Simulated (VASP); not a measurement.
# ZnSiP2 (I-42d) in VASP: further runs, part 2 of 2

VASP 6.6.1. Earlier steps stand in the parts before.

## Step 3: Relaxation of cell and atoms, r2SCAN

This run uses another cell than the first one, of 18.88 Å³/atom, 0.941 times its volume.

File POSCAR:

```
ZnSiP2
1.0
   -2.6867032364      2.6867032364      5.2300306318
    2.6867032364     -2.6867032364      5.2300306318
    2.6867032364      2.6867032364     -5.2300306318
Zn Si P
2 2 4
Direct
    0.0000000000      0.0000000000      0.0000000000
    0.7500000000      0.2500000000      0.5000000000
    0.5000000000      0.5000000000      0.0000000000
    0.2500000000      0.7500000000      0.5000000000
    0.3750000000      0.3923012000      0.5173012000
    0.8750000000      0.8576988000      0.4826988000
    0.6076988000      0.1250000000      0.9826988000
    0.1423012000      0.6250000000      0.0173012000
```

File INCAR.step1:

```
SYSTEM = ZnSiP2
ALGO = Normal ; EDIFF = 1E-5
EDIFFG = -0.005 ; ENCUT = 550
GGA = PE ; GGA_COMPAT = .FALSE.
IBRION = 2 ; ISIF = 3
ISMEAR = 0 ; KPAR = 4
LASPH = .TRUE. ; LCHARG = .FALSE.
LREAL = .FALSE. ; LWAVE = .TRUE.
NELM = 120 ; NELMIN = 4
NSW = 100 ; PREC = Accurate
SIGMA = 0.02
```

File INCAR.step2:

```
SYSTEM = ZnSiP2
ALGO = Normal ; EDIFF = 1E-7
EDIFFG = -0.005 ; ENCUT = 550
GGA_COMPAT = .FALSE. ; IBRION = 2
ISIF = 3 ; ISMEAR = 0
ISTART = 1 ; KPAR = 4
LASPH = .TRUE. ; LCHARG = .FALSE.
LMIXTAU = .TRUE. ; LREAL = .FALSE.
LWAVE = .FALSE. ; METAGGA = R2SCAN
NELM = 120 ; NELMIN = 4
NSW = 100 ; PREC = Accurate
SIGMA = 0.02
```

File KPOINTS:

```
k-points
0
G
  8 8 8
  0 0 0
```

Potentials or basis: VASP PAW PBE potentials, release 64 (Zn, Si, P).

Started as:

```sh
cat potpaw_PBE.64/Zn/POTCAR potpaw_PBE.64/Si/POTCAR potpaw_PBE.64/P/POTCAR > POTCAR
cp INCAR.step1 INCAR
mpirun -np 4 vasp_std > vasp.out
cp INCAR.step2 INCAR
mpirun -np 4 vasp_std > vasp.out
```

OUTCAR:

```text
SYSTEM = ZnSiP2
   EDIFF = 1E-7
   EDIFFG = -0.005
   ENCUT = 550
   IBRION = 2
   ISIF = 3
   ISMEAR = 0
   ISTART = 1
   LASPH = .TRUE.
   LREAL = .FALSE.
   METAGGA = R2SCAN
   NELM = 120
   NELMIN = 4
   NSW = 100
   PREC = Accurate

 ion  position               nearest neighbor table
   1  0.000  0.000  0.000-   5 2.36   7 2.36   6 2.36   8 2.36
   2  0.750  0.250  0.500-   8 2.36   6 2.36   7 2.36   5 2.36
   3  0.500  0.500  0.000-   5 2.25   6 2.25   7 2.25   8 2.25
   4  0.250  0.750  0.500-   5 2.25   6 2.25   7 2.25   8 2.25
   5  0.375  0.392  0.517-   3 2.25   4 2.25   1 2.36   2 2.36
   6  0.875  0.858  0.483-   3 2.25   4 2.25   1 2.36   2 2.36
   7  0.608  0.125  0.983-   3 2.25   4 2.25   2 2.36   1 2.36
   8  0.142  0.625  0.017-   3 2.25   4 2.25   2 2.36   1 2.36

  LATTYP: Found a body centered tetragonal cell.
 ALAT       =     5.3734064728
 C/A-ratio  =     1.9466350287

  Lattice vectors:

 A1 = (  -2.6867032364,   2.6867032364,   5.2300306318)
 A2 = (   2.6867032364,  -2.6867032364,   5.2300306318)
 A3 = (   2.6867032364,   2.6867032364,  -5.2300306318)

Analysis of symmetry for initial positions (statically):
=====================================================================
 Subroutine PRICEL returns:
 Original cell was already a primitive cell.

 Routine SETGRP: Setting up the symmetry group for a
 body centered tetragonal supercell.

 Subroutine GETGRP returns: Found  8 space group operations
 (whereof  4 operations were pure point group operations)
 out of a pool of 16 trial point group operations.

The static configuration has the point symmetry S_4 .
 The point group associated with its full space group is D_2d.

Analysis of symmetry for dynamics (positions and initial velocities):
=====================================================================
 Subroutine PRICEL returns:
[... 142 lines left out ...]
     AMIX_MAG =   1.60;   BMIX_MAG =  1.00
  volume/ion in A,a.u.               =      18.88       127.38
  Fermi-wavevector in a.u.,A,eV,Ry     =   1.147470  2.168404 17.914625  1.316688
  Thomas-Fermi vector in A             =   2.284150
   LORBIT       =      0    0 simple, 1 ext, 2 COOP (PROOUT), +10 PAW based schemes
   METAGGA = R2SCAN    functional components
   LHFCALC =     F    Hartree Fock is set to
   AEXX    =    0.0000 exact exchange contribution
   IVDW    =     0    specifies the selected vdW correction
   LEPSILON=     F    determine dielectric tensor
   LRPA    =     F    only Hartree local field effects (RPA)
 conjugate gradient relaxation of ions
 non-spin polarized calculation
 Gauss-broadening in eV      SIGMA  =   0.02
  energy-cutoff  :      550.00
  volume of cell :      151.01
 maximum number of plane-waves:      4443
 NGX is ok and might be reduce to    50
   NGX = 25   NGY = 25   NGZ = 25

 number of electron      51.9999999 magnetization

 Free energy of the ion-electron system (eV)
  ---------------------------------------------------
  ext. energy  EPLUGINS =         0.00000000
  ---------------------------------------------------
  free energy    TOTEN  =       -74.50070010 eV

  energy without entropy =      -74.50070010  energy(sigma->0) =      -74.50070010

 E-fermi :   4.5982     XC(G=0): -10.3710

 val. band max:        4.4852766752   @ k =   0.0000   0.0000   0.0000
 cond. band min:       6.0545484874   @ k =   0.0000   0.0000   0.0000
 fundamental gap:      1.5692718122
 Fermi energy:         4.5981529835

 k-point     1 :       0.0000    0.0000    0.0000
  band No.  band energies     occupation
      1      -9.1598      2.00000
      2      -6.0799      2.00000
      3      -6.0689      2.00000
      4      -6.0689      2.00000
      5      -4.4512      2.00000
      6      -2.5030      2.00000
[... 805 lines left out ...]
     30       8.5305      0.00000
     31       9.0400      0.00000

 [... further k-points ...]
[... 5 lines left out ...]
  --------------------------------------------------------------------------------------
  -------------------------------------------------------------------------------------
  Total        0.0086402      0.0086402     -0.0165569      0.0000000      0.0000000      0.0000000
  in kB        0.0916704      0.0916704     -0.1756655      0.0000000      0.0000000      0.0000000
  external PRESSURE =       0.0025584 kB  Pullay stress =       0.0000000 kB

 VOLUME and BASIS-vectors are now :
 -----------------------------------------------------------------------------
  energy-cutoff  :      550.00
  volume of cell :      151.01
      direct lattice vectors                 reciprocal lattice vectors
    -2.686703236  2.686703236  5.230030632     0.000000000  0.186101685  0.095601735
     2.686703236 -2.686703236  5.230030632     0.186101685  0.000000000  0.095601735
     2.686703236  2.686703236 -5.230030632     0.186101685  0.186101685  0.000000000

 POSITION                                       TOTAL-FORCE (eV/Angst)
 -----------------------------------------------------------------------------------
      0.00000      0.00000      0.00000         0.000000      0.000000      0.000000
     -0.00000      2.68670      2.61502         0.000000      0.000000     -0.000000
      0.00000      0.00000      5.23003         0.000000      0.000000     -0.000000
      2.68670     -0.00000      2.61502         0.000000      0.000000      0.000000
      1.43632      1.34335      1.30751         0.001120      0.000000     -0.000000
      1.25039      1.34335      6.53754        -0.001120      0.000000      0.000000
      1.34335      3.93709     -1.30751         0.000000     -0.001120      0.000000
      1.34335     -1.25039      3.92252         0.000000      0.001120     -0.000000
 -----------------------------------------------------------------------------------
    total drift:                                0.000004      0.000004      0.000004

  FREE ENERGIE OF THE ION-ELECTRON SYSTEM (eV)
  ---------------------------------------------------
  free  energy   TOTEN  =       -74.5007001006 eV

  energy  without entropy=      -74.5007001006  energy(sigma->0) =      -74.50070010

 reached required accuracy - stopping structural energy minimisation
```

OUTCAR.step1:

```text
SYSTEM = ZnSiP2
   EDIFF = 1E-5
   EDIFFG = -0.005
   ENCUT = 550
   GGA = PE
   IBRION = 2
   ISIF = 3
   ISMEAR = 0
   LASPH = .TRUE.
[... 1266 lines left out ...]
  -------------------------------------------------------------------------------------
  Total        0.0306992      0.0306992     -0.0168926      0.0000000      0.0000000      0.0000000
  in kB        0.3180004      0.3180004     -0.1749838      0.0000000      0.0000000      0.0000000
  external PRESSURE =       0.1536723 kB  Pullay stress =       0.0000000 kB
[... 23 lines left out ...]
  FREE ENERGIE OF THE ION-ELECTRON SYSTEM (eV)
  ---------------------------------------------------
  free  energy   TOTEN  =       -37.2051316704 eV

  energy  without entropy=      -37.2051316704  energy(sigma->0) =      -37.20513167

 reached required accuracy - stopping structural energy minimisation
```

OSZICAR.step1:

```text
N       E                     dE             d eps       ncg     rms          rms(c)
DAV:   1     0.336364928686E+03    0.33636E+03   -0.23858E+04  3658   0.180E+03
DAV:   2    -0.126759758311E+01   -0.33763E+03   -0.32892E+03  3805   0.377E+02
DAV:   3    -0.373610842055E+02   -0.36093E+02   -0.35401E+02  4316   0.120E+02
[... 42 lines left out ...]
       N       E                     dE             d eps       ncg     rms          rms(c)
DAV:   1    -0.372051321626E+02   -0.96447E-04   -0.58341E-03  3728   0.435E-01    0.558E-02
DAV:   2    -0.372051408928E+02   -0.87302E-05   -0.50327E-04  5351   0.238E-01    0.266E-02
DAV:   3    -0.372051342321E+02    0.66607E-05   -0.26125E-05  3462   0.523E-02    0.140E-02
DAV:   4    -0.372051316704E+02    0.25617E-05   -0.13941E-05  2381   0.219E-02
   6 F= -.37205132E+02 E0= -.37205132E+02  d E =-.280048E-03
```

It took 16 min on 4 MPI ranks of Intel Xeon Platinum 8488C (Sapphire Rapids), shared host; peak memory 0.57 GiB.

What came out:

* Free energy: -74.5007 eV
* Pressure after relaxing: 0.0 GPa
* Band gap on the k mesh: 1.57 eV, direct

Final structure:
```xyz
8
Lattice="-2.6867 2.6867 5.2300 2.6867 -2.6867 5.2300 2.6867 2.6867 -5.2300" Properties=species:S:1:pos:R:3 pbc="T T T"
Zn    0.0000    0.0000    0.0000
Zn    0.0000    2.6867    2.6150
Si    0.0000    0.0000    5.2300
Si    2.6867    0.0000    2.6150
P     1.4363    1.3434    1.3075
P     1.2504    1.3434    6.5375
P     1.3434    3.9371   -1.3075
P     1.3434   -1.2504    3.9225
```

Caveat: the relaxation stopped at its first step, so nothing moved; the PAW data sets were made with another functional, which shifts forces and pressure a little.

## Step 4: Relaxation of shape and atoms at fixed volume, r2SCAN (volume scaled by 0.94)

File POSCAR:

```
ZnSiP2
1.0
   -2.6332247129      2.6332247129      5.1289453794
    2.6332247129     -2.6332247129      5.1289453794
    2.6332247129      2.6332247129     -5.1289453794
Zn Si P
2 2 4
Direct
    0.0000000000      0.0000000000      0.0000000000
    0.7500000000      0.2500000000      0.5000000000
    0.5000000000      0.5000000000      0.0000000000
    0.2500000000      0.7500000000      0.5000000000
    0.3750000000      0.3907941901      0.5157941901
    0.8750000000      0.8592058099      0.4842058099
    0.6092058099      0.1250000000      0.9842058099
    0.1407941901      0.6250000000      0.0157941901
```

File INCAR.step1:

```
SYSTEM = ZnSiP2
PREC     = Accurate       ! precision mode
ENCUT    = 550            ! plane-wave cutoff, eV
ISMEAR   = 0              ! smearing method
SIGMA    = 0.02           ! smearing width, eV
LREAL    = .FALSE.        ! projectors in reciprocal space
LASPH    = .TRUE.         ! aspherical terms in the spheres
NELM     = 120            ! most SCF steps
GGA      = PE             ! functional
ALGO     = Normal         ! electronic algorithm
EDIFF    = 1E-5           ! SCF threshold, eV
LWAVE    = .TRUE.         ! write WAVECAR
LCHARG   = .FALSE.        ! write CHGCAR
GGA_COMPAT= .FALSE.      
IBRION   = 2              ! ionic algorithm
ISIF     = 3              ! what is computed and relaxed
EDIFFG   = -0.005         ! ionic threshold
NELMIN   = 4            
NSW      = 100            ! ionic steps
KPAR     = 4
```

File INCAR.step2:

```
SYSTEM = ZnSiP2
PREC     = Accurate       ! precision mode
ENCUT    = 550            ! plane-wave cutoff, eV
EDIFF    = 1E-7           ! SCF threshold, eV
ISMEAR   = 0              ! smearing method
SIGMA    = 0.02           ! smearing width, eV
LREAL    = .FALSE.        ! projectors in reciprocal space
LASPH    = .TRUE.         ! aspherical terms in the spheres
NELM     = 120            ! most SCF steps
ALGO     = Normal         ! electronic algorithm
ISIF     = 4              ! what is computed and relaxed
LWAVE    = .FALSE.        ! write WAVECAR
LCHARG   = .FALSE.        ! write CHGCAR
METAGGA  = R2SCAN         ! meta-GGA
LMIXTAU  = .TRUE.       
IBRION   = 2              ! ionic algorithm
NSW      = 50             ! ionic steps
EDIFFG   = -0.01          ! ionic threshold
ISTART   = 1            
GGA_COMPAT= .FALSE.      
NELMIN   = 4            
KPAR     = 4
```

File KPOINTS:

```
Automatic mesh
0
G
  8 8 8
  0 0 0
```

Started as:

```sh
cat potpaw_PBE.64/Zn/POTCAR potpaw_PBE.64/Si/POTCAR potpaw_PBE.64/P/POTCAR > POTCAR
cp INCAR.step1 INCAR
mpirun -np 4 vasp_std > vasp.out
cp INCAR.step2 INCAR
mpirun -np 4 vasp_std > vasp.out
```

Run time: 9.8 min. Hardware: 4 MPI ranks of Intel Xeon 6975P-C (Granite Rapids), shared host; peak memory 0.54 GiB.

Results (log left out):

| Item | Value |
| --- | --- |
| Free energy | -74.3350 eV |
| Energy gained by relaxing | 0.0 meV/atom |
| Ionic steps | 2 |
| Pressure after relaxing | 6.4 GPa |
| Largest force after relaxing | 0.009 eV/Å |
| Band gap on the k mesh | 1.42 eV, direct |

Forces on the atoms (eV/Å):
```
Zn   0.000  0.000  0.000
Zn   0.000  0.000  0.000
Si   0.000  0.000  0.000
Si   0.000  0.000  0.000
P   -0.009  0.000  0.000
P    0.009  0.000  0.000
P    0.000  0.009  0.000
P    0.000 -0.009  0.000
```

Step by step:
```
step  energy change (eV)  largest force (eV/Å)  pressure (GPa)  volume (Å³)
   1              0.0000                0.0350            6.43       142.25
   2             -0.0002                0.0090            6.42       142.25
```

Final structure:
```
Zn Si P
1.0
    -2.63345    2.63345    5.12807
     2.63345   -2.63345    5.12807
     2.63345    2.63345   -5.12807
Zn Si P
2 2 4
Direct
  0.00000 0.00000 0.00000
  0.75000 0.25000 0.50000
  0.50000 0.50000 0.00000
  0.25000 0.75000 0.50000
  0.37500 0.39047 0.51547
  0.87500 0.85953 0.48453
  0.60953 0.12500 0.98453
  0.14047 0.62500 0.01547
```

Levels at points of the mesh, in eV from the valence-band top:
| k point | band 22 | band 23 | band 24 | band 25 | band 26 | band 27 | band 28 | band 29 | band 30 | band 31 |
| --- | --- | --- | --- | --- | --- | --- | --- | --- | --- | --- |
| (0.00, 0.00, 0.00) | -2.66 | -2.66 | -0.13 | -0.13 | 0.00 | 1.42 | 2.11 | 3.66 | 3.66 | 3.77 |
| (0.50, 0.00, 0.00) | -2.97 | -2.36 | -1.96 | -1.63 | -0.90 | 3.09 | 3.20 | 3.46 | 4.58 | 4.87 |
| (0.50, 0.50, 0.00) | -2.02 | -1.16 | -1.16 | -0.63 | -0.63 | 2.58 | 2.58 | 3.55 | 3.55 | 4.23 |
| (0.50, 0.50, 0.50) | -2.30 | -2.08 | -2.08 | -1.30 | -1.30 | 1.67 | 1.67 | 1.92 | 1.92 | 2.80 |

Caveat: the cell differs from its parent crystal (volume scaled by 0.94); the PAW data sets were made with another functional, which shifts forces and pressure a little. A k mesh can miss the band edges.

## Step 5: The runs side by side

```csv
task,cell,gap on the mesh (eV),pressure (GPa)
relaxation of shape and atoms at fixed volume,"relaxed from a = 6.594 Å, angles 130.9, 130.9, 72.0°, 8 atoms",1.70,-5.0
relaxation of cell and atoms,"relaxed from a = 6.465 Å, angles 130.9, 130.9, 72.0°, 8 atoms",1.57,0.0
relaxation of shape and atoms at fixed volume,"relaxed from a = 6.338 Å, angles 130.9, 130.9, 72.0°, 8 atoms",1.42,6.4
```

Alike in all rows: level r2SCAN; potentials or basis VASP PAW PBE potentials, release 64 (Zn, Si, P); no spin polarisation; k mesh 8 × 8 × 8; cutoff (eV) 550; smearing gaussian 0.02 eV.

Caveats: the PAW data sets were made with another functional, which shifts forces and pressure a little; the relaxation stopped at its first step, so nothing moved (some runs).

Total energies depend on the potentials used, so only differences within one code and one set of settings carry meaning.
